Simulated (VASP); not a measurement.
Here is a VASP 6.6.1 calculation.

Contents of INCAR:

```
ALGO = Normal ; EDIFF = 1E-7
ENCUT = 520 ; GGA = PE
ISIF = 2 ; ISMEAR = 0
LASPH = True ; LCHARG = True
LELF = True ; LREAL = False
LVHAR = True ; LWAVE = False
NBANDS = 20 ; NELM = 100
PREC = Accurate ; SIGMA = 0.1
```

The input KPOINTS:

```
k-points
0
Gamma
  6 6 2
```

File POSCAR:

```
SbTe2O
1.0
    3.2357857068      0.0000000000      0.0000000000
    0.0000000000      3.2357857068      0.0000000000
    0.0000000000      0.0000000000      8.4095299233
Sb Te O
1 2 1
Direct
    0.0000000000      0.0000000000      0.5000000000
    0.5000000000      0.5000000000      0.1717284777
    0.5000000000      0.5000000000      0.8282715223
    0.0000000000      0.0000000000      0.0000000000
```

Potentials or basis: VASP PAW PBE potentials, release 64 (Sb, Te, O).

Launch:

```bash
$ cat potpaw_PBE.64/Sb/POTCAR potpaw_PBE.64/Te/POTCAR potpaw_PBE.64/O/POTCAR > POTCAR
$ mpirun -np 1 vasp_std > vasp.out
```

(1) What does it give for the largest force?

(2) What does it give for the band gap on the k mesh?

(3) Estimate the pressure.

## Answers

(1) 0.007 eV/Å.

(2) zero (an odd number of electrons rules out a gap without spin polarisation).

(3) -0.3 GPa.

Caveat: the k points lie up to 0.37 Å⁻¹ apart, too coarse for converged energies and pressures of a metal; spin-orbit coupling is left out, which moves the levels of the heavy elements; an odd number of electrons without spin polarisation forces a metal; a magnetic or distorted state may lie lower.
